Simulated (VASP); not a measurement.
# Cd (R-3m) in VASP: further runs, part 2 of 2

VASP 6.6.1. Earlier steps stand in the parts before.

### Step 3. Single point, PBEsol

This run uses another cell than the first one, of 21.87 Å³/atom.

File INCAR:

```
SYSTEM = Cd
ALGO = Normal ; EDIFF = 1E-6
ENCUT = 520 ; GGA = PS
ISIF = 2 ; ISMEAR = 0
LASPH = .TRUE. ; LCHARG = .FALSE.
LREAL = .FALSE. ; LWAVE = .FALSE.
NBANDS = 25 ; NELM = 100
PREC = Accurate ; SIGMA = 0.1
```

File KPOINTS:

```
k-points
0
G
  6 6 6
  0 0 0
```

File POSCAR:

```
Cd
1.0
    1.4456335138      0.8346368983      9.0622231285
   -1.4456335138      0.8346368983      9.0622231285
    0.0000000000     -1.6692737967      9.0622231285
Cd
3
Direct
    0.0000000000      0.0000000000      0.0000000000
    0.2221432063      0.2221432063      0.2221432063
    0.7778567937      0.7778567937      0.7778567937
```

Potentials or basis: VASP PAW PBE potentials, release 64 (Cd).

Launch:

```sh
cat potpaw_PBE.64/Cd/POTCAR > POTCAR
mpirun -np 1 vasp_std > vasp.out
```

OUTCAR:

```text
SYSTEM = Cd
   EDIFF = 1E-6
   ENCUT = 520
   GGA = PS
   ISIF = 2
   ISMEAR = 0
   LASPH = .TRUE.
   LREAL = .FALSE.
   NELM = 100
   PREC = Accurate

 ion  position               nearest neighbor table
   1  0.000  0.000  0.000-   3 3.45   3 3.45   2 3.45   2 3.45   3 3.45   2 3.45
   2  0.222  0.222  0.222-   3 3.45   3 3.45   3 3.45   1 3.45   1 3.45   1 3.45
   3  0.778  0.778  0.778-   2 3.45   2 3.45   2 3.45   1 3.45   1 3.45   1 3.45

  LATTYP: Found a trigonal (rhomboedric) cell.
 ALAT       =     9.2146819283
 COS(alpha) =     0.9507750013

  Lattice vectors:

 A1 = (   1.4456335138,   0.8346368983,   9.0622231285)
 A2 = (  -1.4456335138,   0.8346368983,   9.0622231285)
 A3 = (   0.0000000000,  -1.6692737967,   9.0622231285)

Analysis of symmetry for initial positions (statically):
=====================================================================
 Subroutine PRICEL returns:
 Original cell was already a primitive cell.

 Routine SETGRP: Setting up the symmetry group for a
 trigonal (rhombohedral) supercell.

 Subroutine GETGRP returns: Found 12 space group operations
 (whereof 12 operations were pure point group operations)
 out of a pool of 12 trial point group operations.

The static configuration has the point symmetry D_3d.

Analysis of symmetry for dynamics (positions and initial velocities):
=====================================================================
 Subroutine PRICEL returns:
 Original cell was already a primitive cell.

 Routine SETGRP: Setting up the symmetry group for a
 trigonal (rhombohedral) supercell.

 Subroutine GETGRP returns: Found 12 space group operations
 (whereof 12 operations were pure point group operations)
 out of a pool of 12 trial point group operations.

The dynamic configuration has the point symmetry D_3d.

[... 115 lines left out ...]
   ISMEAR =     0;   SIGMA  =   0.10  broadening in eV -4-tet -1-fermi 0-gaus
   EFERMI_NEDOS =   21; number of points for ismear=-14 and -15
   IALGO  =     38    algorithm
   IMIX   =      4    mixing-type and parameters
     AMIX     =   0.40;   BMIX     =  1.00
     AMIX_MAG =   1.60;   BMIX_MAG =  1.00
  volume/ion in A,a.u.               =      21.87       147.58
  Fermi-wavevector in a.u.,A,eV,Ry     =   1.340279  2.532759 24.440779  1.796347
  Thomas-Fermi vector in A             =   2.468604
   LORBIT       =      0    0 simple, 1 ext, 2 COOP (PROOUT), +10 PAW based schemes
   GGA     = PS    functional components
   LHFCALC =     F    Hartree Fock is set to
   AEXX    =    0.0000 exact exchange contribution
   IVDW    =     0    specifies the selected vdW correction
   LEPSILON=     F    determine dielectric tensor
   LRPA    =     F    only Hartree local field effects (RPA)
 non-spin polarized calculation
 Gauss-broadening in eV      SIGMA  =   0.10
  energy-cutoff  :      520.00
  volume of cell :       65.61
 maximum number of plane-waves:      1807
 NGX is ok and might be reduce to    70
   NGX = 35   NGY = 35   NGZ = 35

 number of electron      36.0000001 magnetization

 Free energy of the ion-electron system (eV)
  ---------------------------------------------------
  ext. energy  EPLUGINS =         0.00000000
  ---------------------------------------------------
  free energy    TOTEN  =        -3.57032917 eV

  energy without entropy =       -3.56301690  energy(sigma->0) =       -3.56667304

 E-fermi :   2.8334     XC(G=0): -11.1071

 val. band max:        2.7651171052   @ k =   0.5000   0.3333   0.1667
 cond. band min:       2.8474677564   @ k =  -0.3333   0.3333   0.1667
 fundamental gap:      0.0823506511
 Fermi energy:         2.8333535066

 k-point     1 :       0.0000    0.0000    0.0000
  band No.  band energies     occupation
      1      -7.2849      2.00000
      2      -7.2816      2.00000
      3      -7.1806      2.00000
      4      -6.5805      2.00000
      5      -6.5805      2.00000
      6      -6.5804      2.00000
[... 661 lines left out ...]
     24       9.9369      0.00000
     25      10.1860      0.00000

 [... further k-points ...]

------------------------ aborting loop because EDIFF is reached ----------------------------------------

  FORCE on cell =-STRESS in cart. coord.  units (eV):
  Direction    XX          YY          ZZ          XY          YZ          ZX
  --------------------------------------------------------------------------------------
  -------------------------------------------------------------------------------------
  Total        0.2150381      0.2150381      0.0830976      0.0000000     -0.0000000     -0.0000000
  in kB        5.2515099      5.2515099      2.0293510      0.0000000     -0.0000000     -0.0000000
  external PRESSURE =       4.1774569 kB  Pullay stress =       0.0000000 kB

 VOLUME and BASIS-vectors are now :
 -----------------------------------------------------------------------------
  energy-cutoff  :      520.00
  volume of cell :       65.61
      direct lattice vectors                 reciprocal lattice vectors
     1.445633514  0.834636898  9.062223128     0.345869126  0.199687633  0.036782733
    -1.445633514  0.834636898  9.062223128    -0.345869126  0.199687633  0.036782733
     0.000000000 -1.669273797  9.062223128     0.000000000 -0.399375266  0.036782733

 POSITION                                       TOTAL-FORCE (eV/Angst)
 -----------------------------------------------------------------------------------
      0.00000      0.00000      0.00000         0.000000     -0.000000      0.000000
      0.00000     -0.00000      6.03933         0.000000      0.000000     -0.005603
      0.00000     -0.00000     21.14734         0.000000     -0.000000      0.005603
 -----------------------------------------------------------------------------------
    total drift:                               -0.000000     -0.000000     -0.000000

  FREE ENERGIE OF THE ION-ELECTRON SYSTEM (eV)
  ---------------------------------------------------
  free  energy   TOTEN  =        -3.5703291750 eV

  energy  without entropy=       -3.5630169017  energy(sigma->0) =       -3.56667304
```

Wall time 5.9 min (1 thread of AMD EPYC 7R13 (Zen 3), shared host); peak memory 0.61 GiB.

What came out:

| Item | Value |
| --- | --- |
| Free energy | -3.5703 eV |
| Pressure | 0.4 GPa |
| Largest force | 0.006 eV/Å |
| Band gap on the k mesh | zero (bands 18 and 19 overlap by 4.52 eV) |

Forces on the atoms (eV/Å):
```
Cd   0.000  0.000  0.000
Cd   0.000  0.000 -0.006
Cd   0.000  0.000  0.006
```

Caveat: the k points lie up to 0.42 Å⁻¹ apart, too coarse for converged energies and pressures of a metal; the PAW data sets were made with another functional, which shifts forces and pressure a little.
